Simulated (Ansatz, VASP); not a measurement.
Two plane-wave programs on Al

```
CELL_PARAMETERS angstrom
0.00000 2.02500 2.02500
2.02500 0.00000 2.02500
2.02500 2.02500 0.00000
ATOMIC_POSITIONS crystal
Al 0.00000 0.00000 0.00000
```

Alike in both runs: task relaxation of cell and atoms; functional LDA; k mesh 20 × 20 × 20; occupations gaussian, width 0.1 eV; no spin polarisation.

```csv
,VASP,Ansatz
version,VASP 6.6.1,Ansatz 0.2.0
potentials or method,"VASP PAW LDA potentials, release 64 (Al)","scalar-relativistic, plane waves, PAW"
plane-wave cutoff (eV),600,420
valence electrons in the cell,3,3
```

|  | VASP | Ansatz | Ansatz less VASP |
| --- | --- | --- | --- |
| gap on the k mesh at the Fermi level, each at its own relaxed structure (eV) | none | none | - |
| relaxed volume (Å³/atom) | 15.81 | 15.79 | -0.014 |
| relaxed cell length with the largest relative difference (Å) | 2.817 | 2.816 | -0.0009 |

Ansatz warns that its potentials were made for another functional, while VASP's fit it. LDA's correlation is that of Perdew and Zunger in VASP and of Perdew and Wang (1992) in Ansatz. A gap of «none» marks a metal or a gap that the smearing closes.
